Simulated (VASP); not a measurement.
# Al2O3 (P-3m1) in VASP: a series of runs

Runs on Al2O3. Level: PBE+D3(BJ). Tasks: single point.

Program: VASP 6.6.1. These are calculated values, not measurements. Logs are shortened: lines on timing, memory, paths and dates and some standing lists are left out, and cuts for length are marked.

**1. The cell of the first run**

It takes space group P-3m1 (No. 164, trigonal). Conventional cell: a = 3.037 Å, b = 3.037 Å, c = 7.249 Å, α = 90.00°, β = 90.00°, γ = 120.00°. Within 2.2 Å of Al (site symmetry 3m) lie 4 O at 1.63 to 1.85 Å. Within 2.5 Å of O (site symmetry 3m) lie 3 Al at 1.85 Å. O (site symmetry -3m) has 2 Al at 1.63 Å within 2.2 Å.

**2. Single point, PBE+D3(BJ)**

Input file INCAR:

```
SYSTEM = Al2O3
ALGO = Normal ; EDIFF = 1E-7
ENCUT = 520 ; GGA = PE
ISIF = 2 ; ISMEAR = 0
IVDW = 12 ; LASPH = .TRUE.
LCHARG = .FALSE. ; LREAL = .FALSE.
LWAVE = .FALSE. ; NBANDS = 20
NELM = 100 ; PREC = Accurate
SIGMA = 0.05
```

Input file KPOINTS:

```
k-points
0
G
  12 12 4
  0 0 0
```

Input file POSCAR:

```
Al2O3
1.0
    3.0373665755      0.0000000000      0.0000000000
   -1.5186832878      2.6304366150      0.0000000000
    0.0000000000      0.0000000000      7.2489598003
Al O
2 3
Direct
    0.0000000000      0.0000000000      0.2752945179
    0.0000000000      0.0000000000      0.7247054821
    0.3333333333      0.6666666667      0.1953369158
    0.6666666667      0.3333333333      0.8046630842
    0.0000000000      0.0000000000      0.5000000000
```

Potentials or basis: VASP PAW PBE potentials, release 64 (Al, O).

Started as:

```bash
> cat potpaw_PBE.64/Al/POTCAR potpaw_PBE.64/O/POTCAR > POTCAR
> mpirun -np 1 vasp_std > vasp.out
```

OUTCAR:

```text
SYSTEM = Al2O3
   EDIFF = 1E-7
   ENCUT = 520
   GGA = PE
   ISIF = 2
   ISMEAR = 0
   IVDW = 12
   LASPH = .TRUE.
   LREAL = .FALSE.
   NELM = 100
   PREC = Accurate
 IVDW          = 12

 ion  position               nearest neighbor table
   1  0.000  0.000  0.275-   5 1.63   3 1.85   3 1.85   3 1.85   2 3.26
   2  0.000  0.000  0.725-   5 1.63   4 1.85   4 1.85   4 1.85   1 3.26
   3  0.333  0.667  0.195-   1 1.85   1 1.85   1 1.85
   4  0.667  0.333  0.805-   2 1.85   2 1.85   2 1.85
   5  0.000  0.000  0.500-   1 1.63   2 1.63

  LATTYP: Found a hexagonal cell.
 ALAT       =     3.0373665755
 C/A-ratio  =     2.3865936561

  Lattice vectors:

 A1 = (   3.0373665755,   0.0000000000,   0.0000000000)
 A2 = (  -1.5186832878,   2.6304366150,   0.0000000000)
 A3 = (   0.0000000000,   0.0000000000,   7.2489598003)

Analysis of symmetry for initial positions (statically):
=====================================================================
 Subroutine PRICEL returns:
 Original cell was already a primitive cell.

 Routine SETGRP: Setting up the symmetry group for a
 hexagonal supercell.

 Subroutine GETGRP returns: Found 12 space group operations
 (whereof 12 operations were pure point group operations)
 out of a pool of 24 trial point group operations.

The static configuration has the point symmetry D_3d.

Analysis of symmetry for dynamics (positions and initial velocities):
=====================================================================
 Subroutine PRICEL returns:
 Original cell was already a primitive cell.

 Routine SETGRP: Setting up the symmetry group for a
 hexagonal supercell.

 Subroutine GETGRP returns: Found 12 space group operations
 (whereof 12 operations were pure point group operations)
 out of a pool of 24 trial point group operations.

The dynamic configuration has the point symmetry D_3d.

 Subroutine INISYM returns: Found 12 space group operations
 (whereof 12 operations are pure point group operations),
 and found     1 'primitive' translations

----------------------------------------------------------------------------------------

                                     Primitive cell

  volume of cell :      57.9163

  direct lattice vectors                    reciprocal lattice vectors
     3.037366576  0.000000000  0.000000000     0.329232569  0.190082512  0.000000000
    -1.518683288  2.630436615  0.000000000     0.000000000  0.380165024  0.000000000
     0.000000000  0.000000000  7.248959800     0.000000000  0.000000000  0.137950827

  length of vectors
     3.037366576  3.037366576  7.248959800     0.380165024  0.380165024  0.137950827

  position of ions in fractional coordinates (direct lattice)
     0.000000000  0.000000000  0.275294518
     0.000000000  0.000000000  0.724705482
     0.333333333  0.666666667  0.195336916
     0.666666667  0.333333333  0.804663084
     0.000000000  0.000000000  0.500000000

  ion indices of the primitive-cell ions
   primitive index   ion index
                 1           1
                 2           2
                 3           3
                 4           4
                 5           5

----------------------------------------------------------------------------------------

 KPOINTS: k-points

Automatic generation of k-mesh.
 Grid dimensions read from file:
 generate k-points for:   12   12    4

 Generating k-lattice:

  Cartesian coordinates                     Fractional coordinates (reciprocal lattice)
     0.027436047  0.015840209  0.000000000     0.083333333 -0.000000000  0.000000000
     0.000000000  0.031680419  0.000000000     0.000000000  0.083333333  0.000000000
     0.000000000  0.000000000  0.034487707     0.000000000  0.000000000  0.250000000

  Length of vectors
     0.031680419  0.031680419  0.034487707

  Shift w.r.t. Gamma in fractional coordinates (k-lattice)
     0.000000000  0.000000000  0.000000000

 Subroutine IBZKPT returns following result:
 ===========================================

 Found     69 irreducible k-points:

 Following reciprocal coordinates:
            Coordinates               Weight
  0.000000  0.000000  0.000000      1.000000
  0.083333  0.000000  0.000000      6.000000
  0.166667 -0.000000  0.000000      6.000000
  0.250000 -0.000000  0.000000      6.000000
  0.333333  0.000000  0.000000      6.000000
  0.416667  0.000000  0.000000      6.000000
[... 16 lines left out ...]
  0.166667 -0.000000  0.250000      6.000000
  0.000000  0.166667  0.250000      6.000000
 [... further k-points ...]
   k-points           NKPTS =     69   k-points in BZ     NKDIM =     69   number of bands    NBANDS=     20
   number of dos      NEDOS =    301   number of ions     NIONS =      5
   total plane-waves  NPLWV =  31104
   dimension x,y,z NGX =    24 NGY =   24 NGZ =   54
   dimension x,y,z NGXF=    48 NGYF=   48 NGZF=  108
   ions per type =               2   3
   NGX,Y,Z   is equivalent  to a cutoff of  13.14, 13.14, 12.38 a.u.
   NGXF,Y,Z  is equivalent  to a cutoff of  26.27, 26.27, 24.77 a.u.
 SYSTEM =  Al2O3
   PREC   = accura    normal or accurate (medium, high low for compatibility)
   ISTART =      0    job   : 0-new  1-cont  2-samecut
   ICHARG =      2    charge: 1-file 2-atom 10-const
   ISPIN  =      1    spin polarized calculation?
   LNONCOLLINEAR =      F non collinear calculations
   LSORBIT =      F    spin-orbit coupling
   LASPH  =      T    aspherical Exc in radial PAW
   ENCUT  =  520.0 eV  38.22 Ry    6.18 a.u.   5.65  5.65 13.48*2*pi/ulx,y,z
   NELM   =    100;   NELMIN=  2; NELMDL= -5     # of ELM steps
   EDIFF  = 0.1E-06   stopping-criterion for ELM
   LREAL  =      F    real-space projection
   EDIFFG = 0.1E-05   stopping-criterion for IOM
   NSW    =      0    number of steps for IOM
   IBRION =     -1    ionic relax: 0-MD 1-quasi-New 2-CG
   NFREE  =      0    steps in history (QN), initial steepest desc. (CG)
   ISIF   =      2    stress and relaxation
   ISYM   =      2    0-nonsym 1-usesym 2-fastsym
   POTIM  = 0.5000    time-step for ionic-motion
   TEBEG  =    0.0;   TEEND  =   0.0 temperature during run
   PSTRESS=    0.0 pullay stress
   NELECT =      24.0000    total number of electrons
   NUPDOWN=      -1.0000    fix difference up-down
   EMIN   =  10.00;   EMAX   =-10.00  energy-range for DOS
   EFERMI =   0.00;   METHOD = LEGACY
   ISMEAR =     0;   SIGMA  =   0.05  broadening in eV -4-tet -1-fermi 0-gaus
   EFERMI_NEDOS =   21; number of points for ismear=-14 and -15
   IALGO  =     38    algorithm
   IMIX   =      4    mixing-type and parameters
     AMIX     =   0.40;   BMIX     =  1.00
     AMIX_MAG =   1.60;   BMIX_MAG =  1.00
  volume/ion in A,a.u.               =      11.58        78.17
  Fermi-wavevector in a.u.,A,eV,Ry     =   1.220520  2.306449 20.268187  1.489670
  Thomas-Fermi vector in A             =   2.355735
   LORBIT       =      0    0 simple, 1 ext, 2 COOP (PROOUT), +10 PAW based schemes
   GGA     = PE    functional components
   LHFCALC =     F    Hartree Fock is set to
   AEXX    =    0.0000 exact exchange contribution
   IVDW    =    12    specifies the selected vdW correction
   LEPSILON=     F    determine dielectric tensor
   LRPA    =     F    only Hartree local field effects (RPA)
 non-spin polarized calculation
 Gauss-broadening in eV      SIGMA  =   0.05
  energy-cutoff  :      520.00
  volume of cell :       57.92
 maximum number of plane-waves:      1587
 NGX is ok and might be reduce to    24

 number of electron      24.0000000 magnetization

 Free energy of the ion-electron system (eV)
  ---------------------------------------------------
  ext. energy  EPLUGINS =         0.00000000
  ---------------------------------------------------
  free energy    TOTEN  =       -36.06767972 eV

  energy without entropy =      -36.06767972  energy(sigma->0) =      -36.06767972

 E-fermi :   3.8987     XC(G=0):  -9.8730

 val. band max:        3.6735277537   @ k =   0.0000   0.0000   0.0000
 cond. band min:       6.4974332427   @ k =   0.0000   0.0000   0.0000
 fundamental gap:      2.8239054890
 Fermi energy:         3.8987413762

 k-point     1 :       0.0000    0.0000    0.0000
  band No.  band energies     occupation
      1     -15.3935      2.00000
      2     -15.0968      2.00000
      3     -13.0821      2.00000
      4      -1.7802      2.00000
      5      -0.2683      2.00000
      6       0.4940      2.00000
[... 12 lines left out ...]
     19      16.1320      0.00000
     20      16.5014      0.00000

 k-point     2 :       0.0833    0.0000    0.0000
  band No.  band energies     occupation
      1     -15.3388      2.00000
      2     -15.0513      2.00000
      3     -13.0581      2.00000
      4      -1.7670      2.00000
      5      -0.2591      2.00000
      6       0.2436      2.00000
[... 12 lines left out ...]
     19      16.2929      0.00000
     20      16.3144      0.00000

 k-point     3 :       0.1667   -0.0000    0.0000
  band No.  band energies     occupation
      1     -15.1843      2.00000
      2     -14.9242      2.00000
      3     -12.9930      2.00000
      4      -1.7944      2.00000
      5      -0.5711      2.00000
      6      -0.1746      2.00000
[... 12 lines left out ...]
     19      16.3642      0.00000
     20      16.7004      0.00000

 k-point     4 :       0.2500   -0.0000    0.0000
  band No.  band energies     occupation
      1     -14.9583      2.00000
      2     -14.7442      2.00000
      3     -12.9061      2.00000
      4      -2.0528      2.00000
      5      -1.3500      2.00000
      6      -0.4389      2.00000
[... 12 lines left out ...]
     19      16.5159      0.00000
     20      17.1246      0.00000

 k-point     5 :       0.3333    0.0000    0.0000
  band No.  band energies     occupation
      1     -14.7096      2.00000
      2     -14.5576      2.00000
      3     -12.8236      2.00000
      4      -2.5169      2.00000
      5      -2.0698      2.00000
      6      -0.4242      2.00000
[... 12 lines left out ...]
     19      16.1115      0.00000
     20      17.5955      0.00000

 k-point     6 :       0.4167    0.0000    0.0000
  band No.  band energies     occupation
      1     -14.5030      2.00000
      2     -14.4229      2.00000
      3     -12.7682      2.00000
      4      -2.9052      2.00000
      5      -2.5649      2.00000
      6      -0.3860      2.00000
[... 12 lines left out ...]
     19      15.5925      0.00000
     20      17.3460      0.00000

 k-point     7 :       0.5000   -0.0000    0.0000
  band No.  band energies     occupation
      1     -14.4090      2.00000
      2     -14.3864      2.00000
      3     -12.7496      2.00000
      4      -3.0502      2.00000
      5      -2.7415      2.00000
      6      -0.3872      2.00000
[... 12 lines left out ...]
     19      15.4368      0.00000
     20      17.3314      0.00000
[... 277 lines left out ...]
 k-point    20 :       0.0000    0.0000    0.2500
  band No.  band energies     occupation
      1     -15.3550      2.00000
      2     -15.1440      2.00000
      3     -13.0704      2.00000
      4      -1.9162      2.00000
      5       0.1014      2.00000
      6       0.4884      2.00000
[... 12 lines left out ...]
     19      16.6116      0.00000
     20      16.6422      0.00000

 k-point    21 :       0.0833    0.0000    0.2500
  band No.  band energies     occupation
      1     -15.3015      2.00000
      2     -15.0968      2.00000
      3     -13.0473      2.00000
      4      -1.8779      2.00000
      5      -0.0177      2.00000
      6       0.2058      2.00000
[... 12 lines left out ...]
     19      16.1826      0.00000
     20      16.8987      0.00000

 k-point    22 :       0.0000    0.0833    0.2500
  band No.  band energies     occupation
      1     -15.3012      2.00000
      2     -15.0971      2.00000
      3     -13.0472      2.00000
      4      -1.8797      2.00000
      5      -0.0522      2.00000
      6       0.2364      2.00000
[... 12 lines left out ...]
     19      16.2326      0.00000
     20      16.8134      0.00000

 k-point    23 :       0.1667   -0.0000    0.2500
  band No.  band energies     occupation
      1     -15.1508      2.00000
      2     -14.9643      2.00000
      3     -12.9846      2.00000
      4      -1.8231      2.00000
      5      -0.5567      2.00000
      6      -0.3668      2.00000
[... 12 lines left out ...]
     19      16.6160      0.00000
     20      16.9865      0.00000

 k-point    24 :       0.0000    0.1667    0.2500
  band No.  band energies     occupation
      1     -15.1489      2.00000
      2     -14.9666      2.00000
      3     -12.9840      2.00000
      4      -1.8412      2.00000
      5      -0.5781      2.00000
      6      -0.3747      2.00000
[... 12 lines left out ...]
     19      16.7025      0.00000
     20      17.2379      0.00000

 [... further k-points ...]

------------------------ aborting loop because EDIFF is reached ----------------------------------------

 Edisp (eV)   -0.86847

 E8    (eV) :    -0.3293

  FORCE on cell =-STRESS in cart. coord.  units (eV):
  Direction    XX          YY          ZZ          XY          YZ          ZX
  --------------------------------------------------------------------------------------
  -------------------------------------------------------------------------------------
  Total      -1.98168    -1.98168     5.76277     0.00000     0.00000    -0.00000
  in kB     -54.82068   -54.82068   159.41949     0.00000     0.00000    -0.00000
  external pressure =       16.59 kB  Pullay stress =        0.00 kB

 VOLUME and BASIS-vectors are now :
 -----------------------------------------------------------------------------
  energy-cutoff  :      520.00
  volume of cell :       57.92
      direct lattice vectors                 reciprocal lattice vectors
     3.037366576  0.000000000  0.000000000     0.329232569  0.190082512  0.000000000
    -1.518683288  2.630436615  0.000000000     0.000000000  0.380165024  0.000000000
     0.000000000  0.000000000  7.248959800     0.000000000  0.000000000  0.137950827

 POSITION                                       TOTAL-FORCE (eV/Angst)
 -----------------------------------------------------------------------------------
      0.00000      0.00000      1.99560        -0.000000      0.000000     -1.739591
      0.00000      0.00000      5.25336         0.000000     -0.000000      1.739591
     -0.00000      1.75362      1.41599         0.000000     -0.000000      0.013538
      1.51868      0.87681      5.83297        -0.000000     -0.000000     -0.013538
      0.00000      0.00000      3.62448        -0.000000     -0.000000      0.000000
 -----------------------------------------------------------------------------------
    total drift:                                0.000000      0.000000      0.000000

  FREE ENERGIE OF THE ION-ELECTRON SYSTEM (eV)
  ---------------------------------------------------
  free  energy   TOTEN  =       -36.9361474781 eV

  energy  without entropy=      -36.9361474781  energy(sigma->0) =      -36.93614748
```

It took 44 s on 1 thread of Intel Xeon 6975P-C (Granite Rapids), shared host; peak memory 0.22 GiB.

Results:

- Free energy: -36.9361 eV
- Pressure: 1.7 GPa
- Largest force: 1.740 eV/Å
- Band gap on the k mesh: 2.82 eV, direct
- Dispersion energy per atom: -0.174 eV

Forces on the atoms (eV/Å):
```
Al   0.000  0.000 -1.740
Al   0.000  0.000  1.740
O    0.000  0.000  0.014
O    0.000  0.000 -0.014
O    0.000  0.000  0.000
```

Stress tensor (GPa, compression positive):
```
-5.48  0.00  0.00
 0.00 -5.48  0.00
 0.00  0.00 15.94
```

Caveat: forces of over 1 eV/Å act on the atoms, so gaps and moduli don't describe the material at rest. A k mesh can miss the band edges.

**3. Single point, PBE+D3(BJ)**

This run uses another cell than the first one, of the same volume but with other edges.

Input file INCAR:

```
  ALGO = Normal
  EDIFF = 1E-6
  ENCUT = 520
  GGA = PE
  ISIF = 2
  ISMEAR = 0
  IVDW = 12
  LASPH = T
  LCHARG = F
  LREAL = F
  LWAVE = F
  NBANDS = 20
  NELM = 100
  PREC = Accurate
  SIGMA = 0.05
```

Input file KPOINTS:

```
k-points
0
Gamma
  12 12 4
```

POSCAR: that of step 2 with these lines changed.

```diff
@@ -2,5 +2,5 @@
 1.0
-    3.0373665755      0.0000000000      0.0000000000
-   -1.5186832878      2.6304366150      0.0000000000
-    0.0000000000      0.0000000000      7.2489598003
+    2.9479799185      0.0000000000      0.0000000000
+   -1.4739899593      2.5530254992      0.0000000000
+    0.0000000000      0.0000000000      7.6952205002
 Al O
```

Potentials or basis: VASP PAW PBE potentials, release 64 (Al, O).

Started as:

```bash
> cat potpaw_PBE.64/Al/POTCAR potpaw_PBE.64/O/POTCAR > POTCAR
> mpirun -np 1 vasp_std > vasp.out
```

Run time: 44 s. Hardware: 1 thread of Intel Xeon 6975P-C (Granite Rapids), shared host; peak memory 0.22 GiB.

The run converged. Its results:

- Free energy: -36.9075 eV
- Pressure: -0.8 GPa
- Largest force: 1.595 eV/Å
- Band gap on the k mesh: 1.88 eV, direct
- Dispersion energy per atom: -0.173 eV

Forces in eV/Å, atoms in the order of the input:
```
Al   0.000  0.000  1.595
Al   0.000  0.000 -1.595
O    0.000  0.000 -0.014
O    0.000  0.000  0.014
O    0.000  0.000  0.000
```

Stress tensor (GPa, compression positive):
```
  6.80   0.00   0.00
  0.00   6.80   0.00
  0.00   0.00 -15.87
```

Levels at points of the mesh, in eV from the valence-band top:
```tsv
k point	band 10	band 11	band 12	band 13	band 14	band 15
(0.00, 0.00, 0.00)	-3.03	0.00	0.00	1.88	3.97	6.87
(0.50, 0.00, 0.00)	-3.92	-2.34	-0.56	3.95	5.61	7.90
(0.00, 0.00, 0.50)	-3.72	0.00	0.00	2.86	2.95	7.69
(0.50, 0.00, 0.50)	-3.83	-2.29	-0.56	4.36	5.07	7.57
```

Caveat: forces of over 1 eV/Å act on the atoms, so gaps and moduli don't describe the material at rest.

[end of part 1 of 2]
